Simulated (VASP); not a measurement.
# Sr (Fm-3m) in VASP: notebook

The runs below take Sr through single point, with LDA.

Program: VASP 6.6.1. These are calculated values, not measurements. Logs are shortened: lines on timing, memory, paths and dates and some standing lists are left out, and cuts for length are marked.

### Step 1. The cell of the first run

Symmetry: Fm-3m, No. 225, cubic system. The conventional cell has a = 6.125 Å, b = 6.125 Å, c = 6.125 Å, α = 90.00°, β = 90.00°, γ = 90.00°. Within 5.7 Å of Sr (site symmetry m-3m) lie 12 Sr at 4.33 Å.

### Step 2. Single point, LDA (volume scaled by 1.02)

The input, INCAR:

```
PREC = Accurate
ENCUT = 520
EDIFF = 1E-6
ISMEAR = -1
SIGMA = 0.02
LREAL = F
LASPH = T
NELM = 80
ALGO = Fast
ISIF = 2
LWAVE = F
LCHARG = F
GGA = CA
NBANDS = 11
```

The input, KPOINTS:

```
regular mesh
0
Gamma
  8 8 8
```

The input, POSCAR:

```
Sr
1.0
    0.0000000000      3.0624986004      3.0624986004
    3.0624986004      0.0000000000      3.0624986004
    3.0624986004      3.0624986004      0.0000000000
Sr
1
Direct
    0.0000000000      0.0000000000      0.0000000000
```

Potentials or basis: VASP PAW LDA potentials, release 64 (Sr_sv).

Command:

```
> cat potpaw_LDA.64/Sr_sv/POTCAR > POTCAR
> mpirun -np 1 vasp_std > vasp.out
```

OUTCAR:

```text
PREC = Accurate
   ENCUT = 520
   EDIFF = 1E-6
   ISMEAR = -1
   LREAL = F
   LASPH = T
   NELM = 80
   ISIF = 2
   GGA = CA

 ion  position               nearest neighbor table
   1  0.000  0.000  0.000-

  LATTYP: Found a face centered cubic cell.
 ALAT       =     6.1249972008

  Lattice vectors:

 A1 = (   0.0000000000,   3.0624986004,   3.0624986004)
 A2 = (   3.0624986004,   0.0000000000,   3.0624986004)
 A3 = (   3.0624986004,   3.0624986004,   0.0000000000)

Analysis of symmetry for initial positions (statically):
=====================================================================
 Subroutine PRICEL returns:
 Original cell was already a primitive cell.

 Routine SETGRP: Setting up the symmetry group for a
 face centered cubic supercell.

 Subroutine GETGRP returns: Found 48 space group operations
 (whereof 48 operations were pure point group operations)
 out of a pool of 48 trial point group operations.

The static configuration has the point symmetry O_h .

Analysis of symmetry for dynamics (positions and initial velocities):
=====================================================================
 Subroutine PRICEL returns:
 Original cell was already a primitive cell.

 Routine SETGRP: Setting up the symmetry group for a
 face centered cubic supercell.

 Subroutine GETGRP returns: Found 48 space group operations
 (whereof 48 operations were pure point group operations)
 out of a pool of 48 trial point group operations.

The dynamic configuration has the point symmetry O_h .

 Subroutine INISYM returns: Found 48 space group operations
 (whereof 48 operations are pure point group operations),
 and found     1 'primitive' translations

----------------------------------------------------------------------------------------

                                     Primitive cell

  volume of cell :      57.4457

  direct lattice vectors                    reciprocal lattice vectors
     0.000000000  3.062498600  3.062498600    -0.163265381  0.163265381  0.163265381
     3.062498600  0.000000000  3.062498600     0.163265381 -0.163265381  0.163265381
     3.062498600  3.062498600  0.000000000     0.163265381  0.163265381 -0.163265381

  length of vectors
     4.331027055  4.331027055  4.331027055     0.282783935  0.282783935  0.282783935

  position of ions in fractional coordinates (direct lattice)
     0.000000000  0.000000000  0.000000000

  ion indices of the primitive-cell ions
   primitive index   ion index
                 1           1

----------------------------------------------------------------------------------------

 KPOINTS: regular mesh

Automatic generation of k-mesh.
 Grid dimensions read from file:
 generate k-points for:    8    8    8

 Generating k-lattice:

  Cartesian coordinates                     Fractional coordinates (reciprocal lattice)
    -0.020408173  0.020408173  0.020408173     0.125000000  0.000000000  0.000000000
     0.020408173 -0.020408173  0.020408173     0.000000000  0.125000000  0.000000000
     0.020408173  0.020408173 -0.020408173     0.000000000  0.000000000  0.125000000

  Length of vectors
     0.035347992  0.035347992  0.035347992

  Shift w.r.t. Gamma in fractional coordinates (k-lattice)
     0.000000000  0.000000000  0.000000000

 Subroutine IBZKPT returns following result:
 ===========================================

 Found     29 irreducible k-points:

 Following reciprocal coordinates:
            Coordinates               Weight
  0.000000  0.000000  0.000000      1.000000
  0.125000  0.000000  0.000000      8.000000
  0.250000  0.000000  0.000000      8.000000
  0.375000  0.000000  0.000000      8.000000
  0.500000  0.000000  0.000000      4.000000
  0.125000  0.125000  0.000000      6.000000
[... 16 lines left out ...]
  0.500000  0.250000  0.125000     48.000000
 -0.375000  0.250000  0.125000     24.000000
 [... further k-points ...]
   k-points           NKPTS =     29   k-points in BZ     NKDIM =     29   number of bands    NBANDS=     11
   number of dos      NEDOS =    301   number of ions     NIONS =      1
   total plane-waves  NPLWV =  32768
   dimension x,y,z NGX =    32 NGY =   32 NGZ =   32
   dimension x,y,z NGXF=    64 NGYF=   64 NGZF=   64
   ions per type =               1
   NGX,Y,Z   is equivalent  to a cutoff of  12.28, 12.28, 12.28 a.u.
   NGXF,Y,Z  is equivalent  to a cutoff of  24.57, 24.57, 24.57 a.u.
 SYSTEM =  unknown system
   PREC   = accura    normal or accurate (medium, high low for compatibility)
   ISTART =      0    job   : 0-new  1-cont  2-samecut
   ICHARG =      2    charge: 1-file 2-atom 10-const
   ISPIN  =      1    spin polarized calculation?
   LNONCOLLINEAR =      F non collinear calculations
   LSORBIT =      F    spin-orbit coupling
   LASPH  =      T    aspherical Exc in radial PAW
   ENCUT  =  520.0 eV  38.22 Ry    6.18 a.u.   8.05  8.05  8.05*2*pi/ulx,y,z
   NELM   =     80;   NELMIN=  2; NELMDL= -5     # of ELM steps
   EDIFF  = 0.1E-05   stopping-criterion for ELM
   LREAL  =      F    real-space projection
   EDIFFG = 0.1E-04   stopping-criterion for IOM
   NSW    =      0    number of steps for IOM
   IBRION =     -1    ionic relax: 0-MD 1-quasi-New 2-CG
   NFREE  =      0    steps in history (QN), initial steepest desc. (CG)
   ISIF   =      2    stress and relaxation
   ISYM   =      2    0-nonsym 1-usesym 2-fastsym
   POTIM  = 0.5000    time-step for ionic-motion
   TEBEG  =    0.0;   TEEND  =   0.0 temperature during run
   PSTRESS=    0.0 pullay stress
   NELECT =      10.0000    total number of electrons
   NUPDOWN=      -1.0000    fix difference up-down
   EMIN   =  10.00;   EMAX   =-10.00  energy-range for DOS
   EFERMI =   0.00;   METHOD = LEGACY
   ISMEAR =    -1;   SIGMA  =   0.02  broadening in eV -4-tet -1-fermi 0-gaus
   EFERMI_NEDOS =   21; number of points for ismear=-14 and -15
   IALGO  =     68    algorithm
   IMIX   =      4    mixing-type and parameters
     AMIX     =   0.40;   BMIX     =  1.00
     AMIX_MAG =   1.60;   BMIX_MAG =  1.00
  volume/ion in A,a.u.               =      57.45       387.66
  Fermi-wavevector in a.u.,A,eV,Ry     =   0.914090  1.727380 11.368490  0.835560
  Thomas-Fermi vector in A             =   2.038677
   LORBIT       =      0    0 simple, 1 ext, 2 COOP (PROOUT), +10 PAW based schemes
   GGA     = CA    functional components
   LHFCALC =     F    Hartree Fock is set to
   AEXX    =    0.0000 exact exchange contribution
   IVDW    =     0    specifies the selected vdW correction
   LEPSILON=     F    determine dielectric tensor
   LRPA    =     F    only Hartree local field effects (RPA)
 non-spin polarized calculation
 RMM-DIIS sequential band-by-band and
  energy-cutoff  :      520.00
  volume of cell :       57.45
 maximum number of plane-waves:      1572
   NGX = 17   NGY = 17   NGZ = 17

 number of electron      10.0000000 magnetization

 Free energy of the ion-electron system (eV)
  ---------------------------------------------------
  ext. energy  EPLUGINS =         0.00000000
  ---------------------------------------------------
  free energy    TOTEN  =        -1.84745601 eV

  energy without entropy =       -1.84622965  energy(sigma->0) =       -1.84684283

 E-fermi :   1.2909     XC(G=0):  -7.4216

 val. band max:        1.1996380409   @ k =  -0.3750   0.3750   0.0000
 cond. band min:       1.3137595402   @ k =  -0.3750   0.2500   0.1250
 fundamental gap:      0.1141214993
 Fermi energy:         1.2908586243

 k-point     1 :       0.0000    0.0000    0.0000
  band No.  band energies     occupation
      1     -35.2724      2.00000
      2     -17.2621      2.00000
      3     -17.2621      2.00000
      4     -17.2621      2.00000
      5      -2.3187      2.00000
      6       3.4653      0.00000
      7       3.4653      0.00000
      8       3.4653      0.00000
      9       4.8470      0.00000
     10       4.8470      0.00000
     11       8.3222      0.00000

 k-point     2 :       0.1250    0.0000    0.0000
  band No.  band energies     occupation
      1     -35.2707      2.00000
      2     -17.2878      2.00000
      3     -17.2656      2.00000
      4     -17.2656      2.00000
      5      -2.0779      2.00000
      6       3.1344      0.00000
      7       3.5678      0.00000
      8       3.5678      0.00000
      9       4.7284      0.00000
     10       4.7284      0.00000
     11       8.8484      0.00000

 k-point     3 :       0.2500    0.0000    0.0000
  band No.  band energies     occupation
      1     -35.2666      2.00000
      2     -17.3491      2.00000
      3     -17.2741      2.00000
      4     -17.2741      2.00000
      5      -1.4069      2.00000
      6       2.4705      0.00000
      7       3.6156      0.00000
      8       3.6156      0.00000
      9       4.8112      0.00000
     10       4.8112      0.00000
     11       7.8767      0.00000

 k-point     4 :       0.3750    0.0000    0.0000
  band No.  band energies     occupation
      1     -35.2625      2.00000
      2     -17.4091      2.00000
      3     -17.2825      2.00000
      4     -17.2825      2.00000
      5      -0.4871      2.00000
      6       1.7961      0.00000
      7       3.4273      0.00000
      8       3.4273      0.00000
      9       5.4154      0.00000
     10       5.4154      0.00000
     11       6.8988      0.00000
[... 239 lines left out ...]
 k-point    22 :       0.3750    0.2500    0.1250
  band No.  band energies     occupation
      1     -35.2635      2.00000
      2     -17.3640      2.00000
      3     -17.3057      2.00000
      4     -17.2848      2.00000
      5      -0.8390      2.00000
      6       2.2449      0.00000
      7       3.0149      0.00000
      8       4.0924      0.00000
      9       4.2654      0.00000
     10       5.5607      0.00000
     11       7.9720      0.00000

 k-point    23 :       0.5000    0.2500    0.1250
  band No.  band energies     occupation
      1     -35.2602      2.00000
      2     -17.3964      2.00000
      3     -17.3247      2.00000
      4     -17.2949      2.00000
      5       0.0591      2.00000
      6       1.8284      0.00000
      7       2.5879      0.00000
      8       3.8956      0.00000
      9       4.9668      0.00000
     10       6.0375      0.00000
     11       6.6615      0.00000

 k-point    24 :      -0.3750    0.2500    0.1250
  band No.  band energies     occupation
      1     -35.2588      2.00000
      2     -17.4103      2.00000
      3     -17.3307      2.00000
      4     -17.3003      2.00000
      5       0.7798      2.00000
      6       1.3138      0.48279
      7       2.5500      0.00000
      8       3.7734      0.00000
      9       5.3073      0.00000
     10       6.1105      0.00000
     11       6.1489      0.00000

 [... further k-points ...]
[... 5 lines left out ...]
  --------------------------------------------------------------------------------------
  -------------------------------------------------------------------------------------
  Total       -0.6434648     -0.6434648     -0.6434648     -0.0000000     -0.0000000      0.0000000
  in kB      -17.9464152    -17.9464152    -17.9464152     -0.0000000     -0.0000000      0.0000000
  external PRESSURE =     -17.9464152 kB  Pullay stress =       0.0000000 kB

 VOLUME and BASIS-vectors are now :
 -----------------------------------------------------------------------------
  energy-cutoff  :      520.00
  volume of cell :       57.45
      direct lattice vectors                 reciprocal lattice vectors
     0.000000000  3.062498600  3.062498600    -0.163265381  0.163265381  0.163265381
     3.062498600  0.000000000  3.062498600     0.163265381 -0.163265381  0.163265381
     3.062498600  3.062498600  0.000000000     0.163265381  0.163265381 -0.163265381

 POSITION                                       TOTAL-FORCE (eV/Angst)
 -----------------------------------------------------------------------------------
      0.00000      0.00000      0.00000         0.000000      0.000000      0.000000
 -----------------------------------------------------------------------------------
    total drift:                                0.000000      0.000000      0.000000

  FREE ENERGIE OF THE ION-ELECTRON SYSTEM (eV)
  ---------------------------------------------------
  free  energy   TOTEN  =        -1.8474560064 eV

  energy  without entropy=       -1.8462296470  energy(sigma->0) =       -1.84684283
```

Run time: 18 s. Hardware: 1 thread of Intel Xeon 8259CL, shared host; peak memory 0.16 GiB.

Results:

| Item | Value |
| --- | --- |
| Free energy | -1.8475 eV |
| Pressure | -1.8 GPa |
| Band gap on the k mesh | zero (band 5 reaches 1.37 eV, above the bottom of band 6 at 1.31 eV) |

Levels at points of the mesh, in eV from the Fermi level:
```tsv
k point	band 2	band 3	band 4	band 5	band 6	band 7	band 8	band 9
(0.00, 0.00, 0.00)	-18.55	-18.55	-18.55	-3.61	2.17	2.17	2.17	3.56
(0.50, 0.00, 0.00)	-18.72	-18.58	-18.58	-1.17	0.07	2.04	2.04	4.55
(0.50, 0.50, 0.00)	-18.71	-18.62	-18.62	-0.63	0.31	0.99	4.55	4.83
```

### Step 3. Single point, LDA (volume scaled by 1.04)

The input, INCAR:

```
SYSTEM = Sr
ALGO = Fast ; EDIFF = 1E-6
ENCUT = 520 ; ISIF = 2
ISMEAR = -1 ; LASPH = .True.
LCHARG = .False. ; LREAL = .False.
LWAVE = .False. ; NBANDS = 11
NELM = 100 ; PREC = Accurate
SIGMA = 0.02
```

The input, KPOINTS:

```
k-points
0
Gamma
  8 8 8
  0 0 0
```

The input, POSCAR:

```
Sr
1.0
    0.0000000000      3.0823855122      3.0823855122
    3.0823855122      0.0000000000      3.0823855122
    3.0823855122      3.0823855122      0.0000000000
Sr
1
Direct
    0.0000000000      0.0000000000      0.0000000000
```

Potentials or basis: VASP PAW LDA potentials, release 64 (Sr_sv).

Command:

```
> cat potpaw_LDA.64/Sr_sv/POTCAR > POTCAR
> mpirun -np 1 vasp_std > vasp.out
```

Run time: 18 s. Hardware: 1 thread of Intel Xeon 8259CL, shared host; peak memory 0.16 GiB.

Results (log left out):

```yaml
Free_energy: -1.8344 eV
Pressure: -1.9 GPa
Band_gap_on_the_k_mesh: zero (band 5 reaches 1.32 eV, above the bottom of band 6 at 1.24 eV)
```

Levels at points of the mesh, in eV from the Fermi level:
| k point | band 3 | band 4 | band 5 | band 6 | band 7 | band 8 |
| --- | --- | --- | --- | --- | --- | --- |
| (0.00, 0.00, 0.00) | -18.59 | -18.59 | -3.57 | 2.16 | 2.16 | 2.16 |
| (0.50, 0.00, 0.00) | -18.61 | -18.61 | -1.15 | 0.05 | 2.03 | 2.03 |
| (0.50, 0.50, 0.00) | -18.65 | -18.65 | -0.61 | 0.33 | 0.96 | 4.48 |

### Step 4. Single point, LDA (volume scaled by 1.06)

The input, INCAR:

```
PREC = Accurate
ENCUT = 520
EDIFF = 1E-6
ISMEAR = -1
SIGMA = 0.02
LREAL = False
LASPH = True
NELM = 80
ALGO = Fast
ISIF = 2
LWAVE = False
LCHARG = False
NBANDS = 11
```

The input, KPOINTS:

```
regular mesh
0
Gamma
  8 8 8
```

The input, POSCAR:

```
Sr
1.0
    0.0000000000      3.1020190703      3.1020190703
    3.1020190703      0.0000000000      3.1020190703
    3.1020190703      3.1020190703      0.0000000000
Sr
1
Direct
    0.0000000000      0.0000000000      0.0000000000
```

Command:

```
> cat potpaw_LDA.64/Sr_sv/POTCAR > POTCAR
> mpirun -np 1 vasp_std > vasp.out
```

Run time: 27 s. Hardware: 1 thread of Intel Xeon 8259CL, shared host; peak memory 0.17 GiB.

It converged, with:

* Free energy: -1.8204 eV
* Pressure: -2.1 GPa
* Band gap on the k mesh: zero (band 5 reaches 1.27 eV, above the bottom of band 6 at 1.18 eV)

Levels at points of the mesh, in eV from the Fermi level:
```
           k point  band 1  band 2  band 3  band 4  band 5  band 6  band 7  band 8  band 9  band 10
(0.00, 0.00, 0.00)  -36.63  -18.62  -18.62  -18.62   -3.54    2.15    2.15    2.15    3.47     3.47
(0.50, 0.00, 0.00)  -36.62  -18.77  -18.64  -18.64   -1.14    0.04    2.02    2.02    4.41     4.41
(0.50, 0.50, 0.00)  -36.61  -18.76  -18.68  -18.68   -0.58    0.35    0.93    4.42    4.69     4.72
```

### Step 5. Overview

| cell | gap on the mesh (eV) | pressure (GPa) |
| --- | --- | --- |
| a = 4.331 Å, angles 60.0°, 1 atom | none | -1.8 |
| a = 4.359 Å, angles 60.0°, 1 atom | none | -1.9 |
| a = 4.387 Å, angles 60.0°, 1 atom | none | -2.1 |

Alike in all rows: task single point; level LDA; potentials or basis VASP PAW LDA potentials, release 64 (Sr_sv); no spin polarisation; k mesh 8 × 8 × 8; cutoff (eV) 520; smearing fermi-dirac 0.02 eV.

Absolute energies hang on the potentials; compare differences alone.
